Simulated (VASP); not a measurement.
# Ca (P6/mmm) in VASP: single point with PBE

Aim: the single point of Ca with PBE.

All numbers are computed with VASP 6.6.1; they aren't measurements. Logs are shortened: lines on timing, memory, paths and dates and some standing lists are left out, and cuts for length are marked.

### Step 1. The cell of the first run

The structure is hexagonal, space group P6/mmm (No. 191). Conventional cell: a = 3.566 Å, b = 3.566 Å, c = 3.278 Å, α = 90.00°, β = 90.00°, γ = 120.00°. Ca (site symmetry 6/mmm) has 8 Ca at 3.28 to 3.57 Å within 4.3 Å.

This isn't the form of Ca at room conditions, which is fcc.

### Step 2. Single point, PBE (36.10 Å³/atom)

Contents of POSCAR:

```
Ca
1.0
    3.5659582977      0.0000000000      0.0000000000
   -1.7829791488      3.0882104746      0.0000000000
    0.0000000000      0.0000000000      3.2784955747
Ca
1
Direct
    0.0000000000      0.0000000000      0.0000000000
```

Contents of INCAR.step1:

```
ALGO = Normal
EDIFF = 1E-7
ENCUT = 520
GGA = PE
ISIF = 2
ISMEAR = -1
LASPH = True
LCHARG = True
LREAL = False
LWAVE = False
NBANDS = 11
NELM = 60
PREC = Accurate
SIGMA = 0.08
```

Contents of KPOINTS.step1:

```
k-points
0
Gamma
  12 12 11
```

Contents of INCAR.step2:

```
ALGO = Normal
EDIFF = 1E-7
ENCUT = 520
GGA = PE
ICHARG = 11
ISIF = 2
ISMEAR = -5
LASPH = True
LCHARG = False
LORBIT = 11
LREAL = False
LWAVE = False
NEDOS = 2001
NELM = 60
PREC = Accurate
SIGMA = 0.08
```

Contents of KPOINTS.step2:

```
k-points
0
Gamma
  18 18 17
```

Potentials or basis: VASP PAW PBE potentials, release 64 (Ca_sv).

Started as:

```sh
> cat potpaw_PBE.64/Ca_sv/POTCAR > POTCAR
> cp INCAR.step1 INCAR
> cp KPOINTS.step1 KPOINTS
> mpirun -np 1 vasp_std > vasp.out
> cp INCAR.step2 INCAR
> cp KPOINTS.step2 KPOINTS
> mpirun -np 1 vasp_std > vasp.out
```

OUTCAR:

```text
EDIFF = 1E-7
   ENCUT = 520
   GGA = PE
   ICHARG = 11
   ISIF = 2
   ISMEAR = -5
   LASPH = True
   LORBIT = 11
   LREAL = False
   NELM = 60
   PREC = Accurate

 ion  position               nearest neighbor table
   1  0.000  0.000  0.000-

  LATTYP: Found a hexagonal cell.
 ALAT       =     3.5659582977
 C/A-ratio  =     0.9193869645

  Lattice vectors:

 A1 = (   3.5659582977,   0.0000000000,   0.0000000000)
 A2 = (  -1.7829791488,   3.0882104746,   0.0000000000)
 A3 = (   0.0000000000,   0.0000000000,   3.2784955747)

Analysis of symmetry for initial positions (statically):
=====================================================================
 Subroutine PRICEL returns:
 Original cell was already a primitive cell.

 Routine SETGRP: Setting up the symmetry group for a
 hexagonal supercell.

 Subroutine GETGRP returns: Found 24 space group operations
 (whereof 24 operations were pure point group operations)
 out of a pool of 24 trial point group operations.

The static configuration has the point symmetry D_6h.

Analysis of symmetry for dynamics (positions and initial velocities):
=====================================================================
 Subroutine PRICEL returns:
 Original cell was already a primitive cell.

 Routine SETGRP: Setting up the symmetry group for a
 hexagonal supercell.

 Subroutine GETGRP returns: Found 24 space group operations
 (whereof 24 operations were pure point group operations)
 out of a pool of 24 trial point group operations.

The dynamic configuration has the point symmetry D_6h.

 Subroutine INISYM returns: Found 24 space group operations
 (whereof 24 operations are pure point group operations),
 and found     1 'primitive' translations

----------------------------------------------------------------------------------------

                                     Primitive cell

  volume of cell :      36.1042

  direct lattice vectors                    reciprocal lattice vectors
     3.565958298  0.000000000  0.000000000     0.280429527  0.161906063  0.000000000
    -1.782979149  3.088210475  0.000000000     0.000000000  0.323812126  0.000000000
     0.000000000  0.000000000  3.278495575     0.000000000  0.000000000  0.305017950

  length of vectors
     3.565958298  3.565958298  3.278495575     0.323812126  0.323812126  0.305017950

  position of ions in fractional coordinates (direct lattice)
     0.000000000  0.000000000  0.000000000

  ion indices of the primitive-cell ions
   primitive index   ion index
                 1           1

----------------------------------------------------------------------------------------

 KPOINTS: k-points

Automatic generation of k-mesh.
 Grid dimensions read from file:
 generate k-points for:   18   18   17

 Generating k-lattice:

  Cartesian coordinates                     Fractional coordinates (reciprocal lattice)
     0.015579418  0.008994781  0.000000000     0.055555556  0.000000000  0.000000000
     0.000000000  0.017989563  0.000000000     0.000000000  0.055555556  0.000000000
     0.000000000  0.000000000  0.017942232     0.000000000  0.000000000  0.058823529

  Length of vectors
     0.017989563  0.017989563  0.017942232

  Shift w.r.t. Gamma in fractional coordinates (k-lattice)
     0.000000000  0.000000000  0.000000000

 TETIRR: Found   5441 inequivalent tetrahedra from    33048

 Subroutine IBZKPT returns following result:
 ===========================================

 Found    333 irreducible k-points:

 Following reciprocal coordinates:
            Coordinates               Weight
  0.000000  0.000000  0.000000      1.000000
  0.055556 -0.000000  0.000000      6.000000
  0.111111 -0.000000  0.000000      6.000000
  0.166667  0.000000  0.000000      6.000000
  0.222222  0.000000  0.000000      6.000000
  0.277778  0.000000  0.000000      6.000000
[... 16 lines left out ...]
  0.333333  0.111111  0.000000     12.000000
  0.388889  0.111111  0.000000     12.000000
 [... further k-points ...]
   k-points           NKPTS =    333   k-points in BZ     NKDIM =    333   number of bands    NBANDS=      9
   number of dos      NEDOS =   2001   number of ions     NIONS =      1
   total plane-waves  NPLWV =  18816
   dimension x,y,z NGX =    28 NGY =   28 NGZ =   24
   dimension x,y,z NGXF=    56 NGYF=   56 NGZF=   48
   ions per type =               1
   NGX,Y,Z   is equivalent  to a cutoff of  13.05, 13.05, 12.17 a.u.
   NGXF,Y,Z  is equivalent  to a cutoff of  26.11, 26.11, 24.34 a.u.
 SYSTEM =  unknown system
   PREC   = accura    normal or accurate (medium, high low for compatibility)
   ISTART =      0    job   : 0-new  1-cont  2-samecut
   ICHARG =     11    charge: 1-file 2-atom 10-const
   ISPIN  =      1    spin polarized calculation?
   LNONCOLLINEAR =      F non collinear calculations
   LSORBIT =      F    spin-orbit coupling
   LASPH  =      T    aspherical Exc in radial PAW
   ENCUT  =  520.0 eV  38.22 Ry    6.18 a.u.   6.63  6.63  6.10*2*pi/ulx,y,z
   NELM   =     60;   NELMIN=  2; NELMDL=  0     # of ELM steps
   EDIFF  = 0.1E-06   stopping-criterion for ELM
   LREAL  =      F    real-space projection
   EDIFFG = 0.1E-05   stopping-criterion for IOM
   NSW    =      0    number of steps for IOM
   IBRION =     -1    ionic relax: 0-MD 1-quasi-New 2-CG
   NFREE  =      0    steps in history (QN), initial steepest desc. (CG)
   ISIF   =      2    stress and relaxation
   ISYM   =      2    0-nonsym 1-usesym 2-fastsym
   POTIM  = 0.5000    time-step for ionic-motion
   TEBEG  =    0.0;   TEEND  =   0.0 temperature during run
   PSTRESS=    0.0 pullay stress
   NELECT =      10.0000    total number of electrons
   NUPDOWN=      -1.0000    fix difference up-down
   EMIN   =  10.00;   EMAX   =-10.00  energy-range for DOS
   EFERMI =   0.00;   METHOD = LEGACY
   ISMEAR =    -5;   SIGMA  =   0.08  broadening in eV -4-tet -1-fermi 0-gaus
   EFERMI_NEDOS =   21; number of points for ismear=-14 and -15
   IALGO  =     38    algorithm
   IMIX   =      4    mixing-type and parameters
     AMIX     =   0.40;   BMIX     =  1.00
     AMIX_MAG =   1.60;   BMIX_MAG =  1.00
  volume/ion in A,a.u.               =      36.10       243.64
  Fermi-wavevector in a.u.,A,eV,Ry     =   1.067142  2.016606 15.494209  1.138792
  Thomas-Fermi vector in A             =   2.202749
   LORBIT       =     11    0 simple, 1 ext, 2 COOP (PROOUT), +10 PAW based schemes
   GGA     = PE    functional components
   LHFCALC =     F    Hartree Fock is set to
   AEXX    =    0.0000 exact exchange contribution
   IVDW    =     0    specifies the selected vdW correction
   LEPSILON=     F    determine dielectric tensor
   LRPA    =     F    only Hartree local field effects (RPA)
 non-spin polarized calculation
 Fermi weights with tetrahedron method with Bloechl corrections
  energy-cutoff  :      520.00
  volume of cell :       36.10
 maximum number of plane-waves:      1008
 NGX is ok and might be reduce to    28

 number of electron      10.0000003 magnetization

 Free energy of the ion-electron system (eV)
  ---------------------------------------------------
  ext. energy  EPLUGINS =         0.00000000
  ---------------------------------------------------
  free energy    TOTEN  =        -1.64531708 eV

  energy without entropy =       -1.64531708  energy(sigma->0) =       -1.64531708

 E-fermi :   2.5438     XC(G=0):  -8.2203

 val. band max:        2.6092311019   @ k =   0.3333   0.3333   0.0588
 cond. band min:       2.5163137407   @ k =   0.3889   0.2222   0.0000
 fundamental gap:     -0.0929173613
 Fermi energy:         2.5438492637

 k-point     1 :       0.0000    0.0000    0.0000
  band No.  band energies     occupation
      1     -39.2379      2.00000
      2     -20.1113      2.00000
      3     -20.1113      2.00000
      4     -20.0541      2.00000
      5      -1.6167      2.00000
      6       3.4884      0.00000
      7       5.0341      0.00000
      8       5.0341      0.00000
      9       7.3543      0.00000

 k-point     2 :       0.0556   -0.0000    0.0000
  band No.  band energies     occupation
      1     -39.2370      2.00000
      2     -20.1199      2.00000
      3     -20.1133      2.00000
      4     -20.0532      2.00000
      5      -1.5580      2.00000
      6       3.5083      0.00000
      7       4.9516      0.00000
      8       5.0810      0.00000
      9       7.3130      0.00000

 k-point     3 :       0.1111   -0.0000    0.0000
  band No.  band energies     occupation
      1     -39.2343      2.00000
      2     -20.1442      2.00000
      3     -20.1188      2.00000
      4     -20.0508      2.00000
      5      -1.3839      2.00000
      6       3.5642      0.00000
      7       4.7267      0.00000
      8       5.2202      0.00000
      9       7.1516      0.00000

 k-point     4 :       0.1667    0.0000    0.0000
  band No.  band energies     occupation
      1     -39.2302      2.00000
      2     -20.1813      2.00000
      3     -20.1273      2.00000
      4     -20.0470      2.00000
      5      -1.1015      2.00000
      6       3.6449      0.00000
      7       4.4113      0.00000
      8       5.4462      0.00000
      9       6.9828      0.00000
[... 205 lines left out ...]
 k-point    22 :       0.2778    0.1111    0.0000
  band No.  band energies     occupation
      1     -39.2133      2.00000
      2     -20.3168      2.00000
      3     -20.1752      2.00000
      4     -20.0315      2.00000
      5       0.4082      2.00000
      6       3.2888      0.00000
      7       3.8526      0.00000
      8       6.3042      0.00000
      9       6.6214      0.00000

 k-point    23 :       0.3333    0.1111    0.0000
  band No.  band energies     occupation
      1     -39.2094      2.00000
      2     -20.3477      2.00000
      3     -20.1859      2.00000
      4     -20.0280      2.00000
      5       0.9481      2.00000
      6       2.9887      0.00000
      7       3.8081      0.00000
      8       6.1850      0.00000
      9       7.0164      0.00000

 k-point    24 :       0.3889    0.1111    0.0000
  band No.  band energies     occupation
      1     -39.2068      2.00000
      2     -20.3676      2.00000
      3     -20.1930      2.00000
      4     -20.0257      2.00000
      5       1.4514      2.00000
      6       2.6883     -0.16301
      7       3.7342      0.00000
      8       6.1109      0.00000
      9       7.0190      0.00000

 [... further k-points ...]

------------------------ aborting loop because EDIFF is reached ----------------------------------------

  FORCE on cell =-STRESS in cart. coord.  units (eV):
  Direction    XX          YY          ZZ          XY          YZ          ZX
  --------------------------------------------------------------------------------------
  -------------------------------------------------------------------------------------
  Total        0.6901358      0.6901358      0.5495215      0.0000000      0.0000000      0.0000000
  in kB       30.6257945     30.6257945     24.3858272      0.0000000      0.0000000      0.0000000
  external PRESSURE =      28.5458054 kB  Pullay stress =       0.0000000 kB

 VOLUME and BASIS-vectors are now :
 -----------------------------------------------------------------------------
  energy-cutoff  :      520.00
  volume of cell :       36.10
      direct lattice vectors                 reciprocal lattice vectors
     3.565958298  0.000000000  0.000000000     0.280429527  0.161906063  0.000000000
    -1.782979149  3.088210475  0.000000000     0.000000000  0.323812126  0.000000000
     0.000000000  0.000000000  3.278495575     0.000000000  0.000000000  0.305017950

 POSITION                                       TOTAL-FORCE (eV/Angst)
 -----------------------------------------------------------------------------------
      0.00000      0.00000      0.00000        -0.000000      0.000000      0.000000
 -----------------------------------------------------------------------------------
    total drift:                               -0.000000     -0.000000     -0.000000

  FREE ENERGIE OF THE ION-ELECTRON SYSTEM (eV)
  ---------------------------------------------------
  free  energy   TOTEN  =        -1.6453170844 eV

  energy  without entropy=       -1.6453170844  energy(sigma->0) =       -1.64531708

 total charge

# of ion       s       p       d       tot
------------------------------------------
    1        2.087   5.831   0.226   8.144
```

Wall time 100 s (1 thread of Intel Xeon 8259CL, shared host); peak memory 0.23 GiB.

Results:

| Item | Value |
| --- | --- |
| Valence electrons inside the program's atomic spheres | Ca 8.14 |

Levels at points of the mesh, in eV from the Fermi level:
| k point | band 3 | band 4 | band 5 | band 6 | band 7 | band 8 |
| --- | --- | --- | --- | --- | --- | --- |
| (0.00, 0.00, 0.00) | -22.66 | -22.60 | -4.16 | 0.94 | 2.49 | 2.49 |
| (0.50, 0.00, 0.00) | -22.72 | -22.57 | -1.00 | -0.04 | 1.18 | 3.49 |

Caveat: tetrahedron occupations give inexact forces and stress in metals.
